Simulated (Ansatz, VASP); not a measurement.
# One calculation of P, two programs

The input INCAR:

```
SYSTEM = P
ALGO     = Normal         ! electronic algorithm
DIPOL    = 0.5 0.5 0.500
EDIFF    = 1E-7           ! SCF threshold, eV
ENCUT    = 520            ! plane-wave cutoff, eV
GGA      = PE             ! functional
IDIPOL   = 3            
ISIF     = 2              ! what is computed and relaxed
ISMEAR   = 0              ! smearing method
IVDW     = 12             ! dispersion correction
LASPH    = .TRUE.         ! aspherical terms in the spheres
LCHARG   = .FALSE.        ! write CHGCAR
LDIPOL   = .TRUE.       
LREAL    = .FALSE.        ! projectors in reciprocal space
LWAVE    = .FALSE.        ! write WAVECAR
NBANDS   = 12             ! bands
NELM     = 100            ! most SCF steps
PREC     = Accurate       ! precision mode
SIGMA    = 0.02           ! smearing width, eV
```

KPOINTS

```
k-points
0
G
  9 9 1
  0 0 0
```

File POSCAR:

```
P
1.0
    3.3870000000      0.0000000000      0.0000000000
   -1.6935000000      2.9332280426      0.0000000000
    0.0000000000      0.0000000000     28.0000000000
P
2
Direct
    0.3333333333      0.6666666667      0.5285892857
    0.6666666667      0.3333333333      0.4714107143
```

Input for Ansatz:

```yaml
crystal:
  lattice:
    - [3.387, 0.0, 0.0]
    - [-1.6935, 2.9332280426, 0.0]
    - [0.0, 0.0, 28.0]
  atoms:
    - { symbol: P, position: [0.3333333333, 0.6666666667, 0.5285892857] }
    - { symbol: P, position: [0.6666666667, 0.3333333333, 0.4714107143] }
  periodic: [true, true, false]
basis:
  ecutwfc: 420
kpoints:
  mp_grid: { grid: [9, 9, 1] }
hamiltonian:
  xc: pbe
  dispersion: d3bj
scf:
  occupations: { method: gaussian, width: 0.02 }
output:
  forces: true
  stress: true
  eigenvalues: true
```

Alike in both runs: task single point; functional PBE; dispersion D3(BJ); k mesh 9 × 9 × 1; occupations gaussian, width 0.02 eV; no spin polarisation.

```csv
,VASP,Ansatz
version,VASP 6.6.1,Ansatz 0.2.0
potentials or method,"VASP PAW PBE potentials, release 64 (P), cutoff 520 eV","scalar-relativistic, plane waves, PAW"
valence electrons in the cell,10,10
```

|  | VASP | Ansatz | Ansatz less VASP |
| --- | --- | --- | --- |
| gap on the k mesh at the Fermi level (eV) | 0.13 | 0.13 | +0.009 |
| least direct gap on the mesh (eV) | 1.98 | 1.98 | +0.001 |
| rms of the force components (eV/Å) | 2.566 | 2.545 | -0.0210 |

Atom by atom the forces differ by 0.021 eV/Å (rms over components).
